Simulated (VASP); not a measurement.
# P (P4/mmm) in VASP: a series of runs, part 2 of 2

VASP 6.6.1. Earlier steps stand in the parts before.

## (5) Single point, PBEsol (strain +0.000 along x and y, -0.050 along z)

Contents of INCAR:

```
PREC = Accurate
ENCUT = 520
EDIFF = 1E-6
ISMEAR = 0
SIGMA = 0.15
LREAL = False
LASPH = True
NELM = 60
ALGO = Normal
ISIF = 2
LWAVE = False
LCHARG = False
GGA = PS
NBANDS = 8
```

Contents of KPOINTS:

```
regular mesh
0
Gamma
  12 12 12
```

Contents of POSCAR:

```
P
1.0
    4.2729048574      0.0000000000      0.0000000000
    0.0000000000      4.2729048574      0.0000000000
    0.0000000000      0.0000000000      4.1591000000
P
1
Direct
    0.0000000000      0.0000000000      0.0000000000
```

Potentials or basis: VASP PAW PBE potentials, release 64 (P).

Launch:

```bash
$ cat potpaw_PBE.64/P/POTCAR > POTCAR
$ mpirun -np 1 vasp_std > vasp.out
```

OUTCAR:

```text
PREC = Accurate
   ENCUT = 520
   EDIFF = 1E-6
   ISMEAR = 0
   LREAL = False
   LASPH = True
   NELM = 60
   ISIF = 2
   GGA = PS

 ion  position               nearest neighbor table
   1  0.000  0.000  0.000-

  LATTYP: Found a simple tetragonal cell.
 ALAT       =     4.2729048574
 C/A-ratio  =     0.9733659276

  Lattice vectors:

 A1 = (   4.2729048574,   0.0000000000,   0.0000000000)
 A2 = (   0.0000000000,   4.2729048574,   0.0000000000)
 A3 = (   0.0000000000,   0.0000000000,   4.1591000000)

Analysis of symmetry for initial positions (statically):
=====================================================================
 Subroutine PRICEL returns:
 Original cell was already a primitive cell.

 Routine SETGRP: Setting up the symmetry group for a
 simple tetragonal supercell.

 Subroutine GETGRP returns: Found 16 space group operations
 (whereof 16 operations were pure point group operations)
 out of a pool of 16 trial point group operations.

The static configuration has the point symmetry D_4h.

Analysis of symmetry for dynamics (positions and initial velocities):
=====================================================================
 Subroutine PRICEL returns:
 Original cell was already a primitive cell.

 Routine SETGRP: Setting up the symmetry group for a
 simple tetragonal supercell.

 Subroutine GETGRP returns: Found 16 space group operations
 (whereof 16 operations were pure point group operations)
 out of a pool of 16 trial point group operations.

The dynamic configuration has the point symmetry D_4h.

 Subroutine INISYM returns: Found 16 space group operations
 (whereof 16 operations are pure point group operations),
 and found     1 'primitive' translations

[... 103 lines left out ...]
   NELECT =       5.0000    total number of electrons
   NUPDOWN=      -1.0000    fix difference up-down
   EMIN   =  10.00;   EMAX   =-10.00  energy-range for DOS
   EFERMI =   0.00;   METHOD = LEGACY
   ISMEAR =     0;   SIGMA  =   0.15  broadening in eV -4-tet -1-fermi 0-gaus
   EFERMI_NEDOS =   21; number of points for ismear=-14 and -15
   IALGO  =     38    algorithm
   IMIX   =      4    mixing-type and parameters
     AMIX     =   0.40;   BMIX     =  1.00
     AMIX_MAG =   1.60;   BMIX_MAG =  1.00
  volume/ion in A,a.u.               =      75.94       512.44
  Fermi-wavevector in a.u.,A,eV,Ry     =   0.661073  1.249247  5.945988  0.437018
  Thomas-Fermi vector in A             =   1.733719
   LORBIT       =      0    0 simple, 1 ext, 2 COOP (PROOUT), +10 PAW based schemes
   GGA     = PS    functional components
   LHFCALC =     F    Hartree Fock is set to
   AEXX    =    0.0000 exact exchange contribution
   IVDW    =     0    specifies the selected vdW correction
   LEPSILON=     F    determine dielectric tensor
   LRPA    =     F    only Hartree local field effects (RPA)
 non-spin polarized calculation
 Gauss-broadening in eV      SIGMA  =   0.15
  energy-cutoff  :      520.00
  volume of cell :       75.94
 maximum number of plane-waves:      2068
 NGX is ok and might be reduce to    32
   NGX = 15   NGY = 15   NGZ = 15

 number of electron       4.9999999 magnetization

 Free energy of the ion-electron system (eV)
  ---------------------------------------------------
  ext. energy  EPLUGINS =         0.00000000
  ---------------------------------------------------
  free energy    TOTEN  =        -1.29067571 eV

  energy without entropy =       -1.25579400  energy(sigma->0) =       -1.27323486

 E-fermi :  -2.9461     XC(G=0):  -5.2140

 val. band max:       -2.9470468121   @ k =   0.4167   0.0833   0.2500
 cond. band min:      -2.9436224672   @ k =   0.2500   0.1667   0.3333
 fundamental gap:      0.0034243450
 Fermi energy:        -2.9461076517

 k-point     1 :       0.0000    0.0000    0.0000
  band No.  band energies     occupation
      1     -11.7138      2.00000
      2      -2.4193      0.00000
      3      -2.4193      0.00000
      4      -2.2836      0.00000
      5       1.7388      0.00000
      6       4.5072      0.00000
      7       4.6096      0.00000
      8       9.2190      0.00000
[... 243 lines left out ...]
 k-point    24 :       0.4167    0.3333    0.0000
  band No.  band energies     occupation
      1     -11.4332      2.00000
      2      -3.5305      2.00000
      3      -3.2702      1.99775
      4      -2.0597      0.00000
      5       3.3014      0.00000
      6       4.8341      0.00000
      7       6.6111      0.00000
      8       6.8140      0.00000

 [... further k-points ...]
[... 5 lines left out ...]
  --------------------------------------------------------------------------------------
  -------------------------------------------------------------------------------------
  Total       -1.9685361     -1.9685361     -2.2019650      0.0000000     -0.0000000      0.0000000
  in kB      -41.5344198    -41.5344198    -46.4595711      0.0000000     -0.0000000      0.0000000
  external PRESSURE =     -43.1761369 kB  Pullay stress =       0.0000000 kB

 VOLUME and BASIS-vectors are now :
 -----------------------------------------------------------------------------
  energy-cutoff  :      520.00
  volume of cell :       75.94
      direct lattice vectors                 reciprocal lattice vectors
     4.272904857  0.000000000  0.000000000     0.234032826  0.000000000  0.000000000
     0.000000000  4.272904857  0.000000000     0.000000000  0.234032826  0.000000000
     0.000000000  0.000000000  4.159100000     0.000000000  0.000000000  0.240436633

 POSITION                                       TOTAL-FORCE (eV/Angst)
 -----------------------------------------------------------------------------------
      0.00000      0.00000      0.00000         0.000000      0.000000      0.000000
 -----------------------------------------------------------------------------------
    total drift:                                0.000000     -0.000000      0.000000

  FREE ENERGIE OF THE ION-ELECTRON SYSTEM (eV)
  ---------------------------------------------------
  free  energy   TOTEN  =        -1.2906757099 eV

  energy  without entropy=       -1.2557940019  energy(sigma->0) =       -1.27323486
```

OSZICAR:

```text
N       E                     dE             d eps       ncg     rms          rms(c)
DAV:   1     0.773298099512E+01    0.77330E+01   -0.13092E+03  3136   0.363E+02
DAV:   2    -0.885903896651E+00   -0.86189E+01   -0.84774E+01  4360   0.456E+01
DAV:   3    -0.130796314063E+01   -0.42206E+00   -0.41085E+00  3840   0.105E+01
DAV:   4    -0.131143245344E+01   -0.34693E-02   -0.34659E-02  5488   0.107E+00
DAV:   5    -0.131144024574E+01   -0.77923E-05   -0.77921E-05  4352   0.332E-02    0.632E-01
DAV:   6    -0.129355912324E+01    0.17881E-01   -0.31103E-02  3856   0.667E-01    0.337E-01
DAV:   7    -0.128961483978E+01    0.39443E-02   -0.30436E-02  4024   0.690E-01    0.161E-01
DAV:   8    -0.129060057092E+01   -0.98573E-03   -0.11925E-03  3872   0.165E-01    0.284E-02
DAV:   9    -0.129061847497E+01   -0.17904E-04   -0.14189E-05  5336   0.211E-02    0.925E-03
DAV:  10    -0.129067137046E+01   -0.52895E-04   -0.75919E-05  3416   0.368E-02    0.259E-03
DAV:  11    -0.129067564505E+01   -0.42746E-05   -0.97375E-06  3800   0.124E-02    0.154E-03
DAV:  12    -0.129067570992E+01   -0.64868E-07   -0.39969E-07  4424   0.280E-03
   1 F= -.12906757E+01 E0= -.12732349E+01  d E =-.348817E-01
```

stdout:

```text
POSCAR found type information on POSCAR P
 POSCAR found :  1 types and       1 ions
 scaLAPACK will be used
 -----------------------------------------------------------------------------
|                                                                             |
|                                                                             |
|     You enforced a specific xc type in the INCAR file but a different       |
|     I HOPE YOU KNOW WHAT YOU ARE DOING!                                     |
|                                                                             |
 -----------------------------------------------------------------------------

 LDA part: xc-table for (Slater+PW92), standard interpolation
 POSCAR, INCAR and KPOINTS ok, starting setup
 FFT: planning ... GRIDC
 FFT: planning ... GRID_SOFT
 FFT: planning ... GRID
 WAVECAR not read
 entering main loop
```

It took 40 s on 1 thread of Intel Xeon Platinum 8375C at 2.90GHz (Ice Lake), shared host; peak memory 0.24 GiB.

What came out:

```yaml
Free_energy: -1.2907 eV
Pressure: -4.3 GPa
```

Stress tensor (GPa, compression positive):
```
-4.15  0.00  0.00
 0.00 -4.15  0.00
 0.00  0.00 -4.65
```

Caveat: the cell differs from its parent crystal (strain +0.000 along x and y, -0.050 along z); the PAW data sets were made with another functional, which shifts forces and pressure a little.

## (6) Summary

```csv
cell,gap on the mesh (eV),pressure (GPa)
"a = 4.380, b = 4.380, c = 4.378 Å, 1 atom",none,-3.4
"a = 4.487, b = 4.487, c = 4.269 Å, 1 atom",none,-3.3
"a = 4.380, b = 4.380, c = 4.487 Å, 1 atom",none,-3.2
"a = 4.273, b = 4.273, c = 4.159 Å, 1 atom",none,-4.3
```

Alike in all rows: task single point; level PBEsol; potentials or basis VASP PAW PBE potentials, release 64 (P); no spin polarisation; k mesh 12 × 12 × 12; cutoff (eV) 520; smearing gaussian 0.15 eV.

Caveats: the PAW data sets were made with another functional, which shifts forces and pressure a little.

Total energies depend on the potentials used, so only differences within one code and one set of settings carry meaning.
